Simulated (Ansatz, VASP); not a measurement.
# Co in VASP and in Ansatz

```xyz
2
Lattice="2.4874 0.0000 0.0000 -1.2437 2.1541 0.0000 0.0000 0.0000 4.0633" Properties=species:S:1:pos:R:3 pbc="T T T"
Co    0.0162    1.3996    2.9952
Co    1.2687    0.6904    1.0715
```

Change from the starting cell: atoms moved at random, drawn with an rms of 0.05 Å.

Alike in both runs: task single point; functional PBEsol; k mesh 12 × 12 × 7; occupations fermi-dirac, width 0.05 eV; collinear spin.

|  | VASP | Ansatz |
| --- | --- | --- |
| version | VASP 6.6.1 | Ansatz 0.2.0 |
| potentials or method | VASP PAW PBE potentials, release 64 (Co) | Ansatz PAW |
| plane-wave cutoff (eV) | 520 | 420 |
| valence electrons in the cell | 18 | 34 |

|  | VASP | Ansatz | Ansatz less VASP |
| --- | --- | --- | --- |
| gap on the k mesh at the Fermi level (eV) | none | none | - |
| pressure (GPa) | -9.3 | -8.6 | +0.69 |
| traceless stress, the component that is largest in VASP (GPa) | -1.36 | -1.35 | +0.008 |
| rms of the force components (eV/Å) | 0.363 | 0.375 | +0.0118 |
| net moment per atom (μB) | 1.63 | 1.63 | +0.007 |
| size of the moment on the site where the two differ most (μB) | 1.64 | 1.70 | +0.062 |

VASP's potentials were made for PBE, not for PBEsol. Site moments also hang on the region over which each program counts them. Atom by atom the forces differ by 0.012 eV/Å (rms over components). A gap of «none» marks a metal or a gap that the smearing closes. VASP's potentials hold 18 valence electrons a cell and Ansatz's 34, so a difference there can come from the potentials and not from the codes.
